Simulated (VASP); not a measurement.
AlN, 16 atoms in the cell. The typed cell holds 16 atoms: a = 6.260 Å, b = 6.260 Å, c = 5.017 Å, α = 90.00°, β = 90.00°, γ = 120.00°. 

- Program: VASP 6.6.1
- Task: single point
- Functional: LDA
- Potentials or basis: VASP PAW LDA potentials, release 64 (Al, N)
- Cutoff: 600 eV
- k mesh: 1 × 1 × 2, shifted
- Occupations: fermi-dirac, width 0.01 eV
- Spin: no spin polarisation
- Dipole correction: no
- Further INCAR settings: ALGO = Normal; EDIFF = 1e-06; NBANDS = 46

Potentials or basis: VASP PAW LDA potentials, release 64 (Al, N).

The run is started by

```console
$ cat potpaw_LDA.64/Al/POTCAR potpaw_LDA.64/N/POTCAR > POTCAR
$ mpirun -np 1 vasp_std > vasp.out
```

Hardware: 1 thread of Intel Xeon 8259CL, with other jobs on the host.

**Question.** Estimate the wall time of this run.

**Answer.** It took 2 min on 1 thread of Intel Xeon 8259CL, with other jobs on the host, peak memory 0.26 GiB. Counts: scf iterations 12, k points 8.
